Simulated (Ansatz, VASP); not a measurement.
One calculation of Ag, two programs

Contents of INCAR:

```
ALGO = Normal ; EDIFF = 1E-6
ENCUT = 520 ; GGA = PE
ISIF = 2 ; ISMEAR = -1
LASPH = T ; LCHARG = F
LREAL = F ; LWAVE = F
NBANDS = 12 ; NELM = 60
PREC = Accurate ; SIGMA = 0.08
```

KPOINTS

```
k-points
0
Gamma
  16 16 16
```

Contents of POSCAR:

```
Ag
1.0
    2.4192072676      0.0000000000      0.0000000000
    0.0000000000      2.4192072676      0.0000000000
    0.0000000000      0.0000000000      2.4192072676
Ag
1
Direct
    0.0000000000      0.0000000000      0.0000000000
```

Input for Ansatz:

```yaml
crystal:
  lattice:
    - [2.4192072676, 0.0, 0.0]
    - [0.0, 2.4192072676, 0.0]
    - [0.0, 0.0, 2.4192072676]
  atoms:
    - { symbol: Ag, position: [0.0, 0.0, 0.0] }
kpoints:
  mp_grid: { grid: [16, 16, 16] }
scf:
  occupations: { method: fermi_dirac, width: 0.08 }
hamiltonian:
  xc: pbe
  pseudopotentials: { kind: paw }
output:
  forces: true
  stress: true
  eigenvalues: true
  populations: true
```

Change from the starting cell: volume scaled by 0.68, PAW files.

Alike in both runs: task single point; functional PBE; k mesh 16 × 16 × 16; occupations fermi-dirac, width 0.08 eV; no spin polarisation.

|  | VASP | Ansatz |
| --- | --- | --- |
| version | VASP 6.6.1 | Ansatz 0.2.0 |
| potentials or method | VASP PAW PBE potentials, release 64 (Ag) | PAW with Ansatz's default frozen-core files, scalar-relativistic |
| plane-wave cutoff (eV) | 520 | 420 |
| valence electrons in the cell | 11 | 19 |

Ansatz gave:

```
pressure (GPa) : 76.4
```

Q: Estimate VASP's values.

A: Pressure (GPa): 75.4.

Both programs put the cell under a high pressure, so it lies far from rest at this level. VASP's potentials hold 11 valence electrons a cell and Ansatz's 19, so a difference there can come from the potentials and not from the codes.

Noted on VASP's run: the cell as given lies far from equilibrium.
